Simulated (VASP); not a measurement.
The system is Re.

```
CELL_PARAMETERS angstrom
2.72349 0.00000 0.00000
-1.36174 2.35861 0.00000
0.00000 0.00000 4.39795
ATOMIC_POSITIONS crystal
Re 0.66667 0.33333 0.75000
Re 0.33333 0.66667 0.25000
```

Program: VASP 6.6.1. Alike in all runs: task single point; no spin polarisation; cell as given; k mesh 11 × 11 × 6; cutoff (eV) 520; smearing fermi-dirac 0.05 eV.

Order these runs on this cell by their pressure, lowest first.
A. level PBEsol; potentials or basis VASP PAW PBE potentials, release 64 (Re)
B. level r2SCAN; potentials or basis VASP PAW PBE potentials, release 64 (Re)
C. level LDA; potentials or basis VASP PAW LDA potentials, release 64 (Re)
D. level BLYP+D3(BJ); potentials or basis VASP PAW PBE potentials, release 64 (Re)
E. level revPBE; potentials or basis VASP PAW PBE potentials, release 64 (Re)

C (7.7 GPa), A (12.7 GPa), B (17.2 GPa), D (21.3 GPa), E (26.1 GPa).

Caveats: the PAW data sets were made with another functional, which shifts forces and pressure a little (some runs); pairwise dispersion overbinds metals, which lowers pressure and volume (some runs).
